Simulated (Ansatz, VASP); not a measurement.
This is a calculation of Tc for Ansatz 0.2.0.

input.yaml

```yaml
crystal:
  lattice:
    - [2.74, 0.0, 0.0]
    - [-1.37, 2.3729096064, 0.0]
    - [0.0, 0.0, 4.398]
  atoms:
    - { symbol: Tc, position: [0.6666666667, 0.3333333333, 0.75] }
    - { symbol: Tc, position: [0.3333333333, 0.6666666667, 0.25] }
kpoints:
  mp_grid: { grid: [11, 11, 6] }
scf:
  occupations: { method: fermi_dirac, width: 0.05 }
hamiltonian:
  xc: lda
  pseudopotentials: { kind: all_electron, lapw: { basis_error: 0.001 } }
output:
  forces: true
  stress: true
  eigenvalues: true
```

Potentials or basis: all-electron LAPW, scalar-relativistic.

The run is started by

```console
$ ansatz run input.yaml --threads 1 --pin off --max-ram 3072MiB --backend cpu --events-out ev --progress --plain --runs-dir out
```

Question: Set up the same calculation for VASP 6.6.1. Potentials there: VASP PAW LDA potentials, release 64 (Tc_pv).

Answer: As run (the cutoff follows the program's own potentials):

INCAR

```
SYSTEM = Tc
PREC = Accurate ; ENCUT = 520
EDIFF = 1E-6 ; ISMEAR = -1
SIGMA = 0.05 ; LREAL = .FALSE.
LASPH = .TRUE. ; NELM = 100
ALGO = Normal ; ISIF = 2
LWAVE = .FALSE. ; LCHARG = .FALSE.
GGA = CA ; NBANDS = 20
```

KPOINTS

```
Automatic mesh
0
G
  11 11 6
  0 0 0
```

Contents of POSCAR:

```
Tc
1.0
    2.7400000000      0.0000000000      0.0000000000
   -1.3700000000      2.3729096064      0.0000000000
    0.0000000000      0.0000000000      4.3980000000
Tc
2
Direct
    0.6666666667      0.3333333333      0.7500000000
    0.3333333333      0.6666666667      0.2500000000
```

Potentials or basis: VASP PAW LDA potentials, release 64 (Tc_pv).

Command:

```sh
$ cat potpaw_LDA.64/Tc_pv/POTCAR > POTCAR
$ mpirun -np 1 vasp_std > vasp.out
```

Both were run:

|  | VASP | Ansatz | Ansatz less VASP |
| --- | --- | --- | --- |
| gap on the k mesh at the Fermi level (eV) | none | none | - |
| pressure (GPa) | -11.9 | -11.9 | -0.04 |
| traceless stress, the component that is largest in VASP (GPa) | -0.43 | -0.38 | +0.054 |

LDA's correlation is that of Perdew and Zunger in VASP and of Perdew and Wang (1992) in Ansatz. A gap of «none» marks a metal or a gap that the smearing closes. Ansatz ran all-electron here, and VASP with PAW potentials.
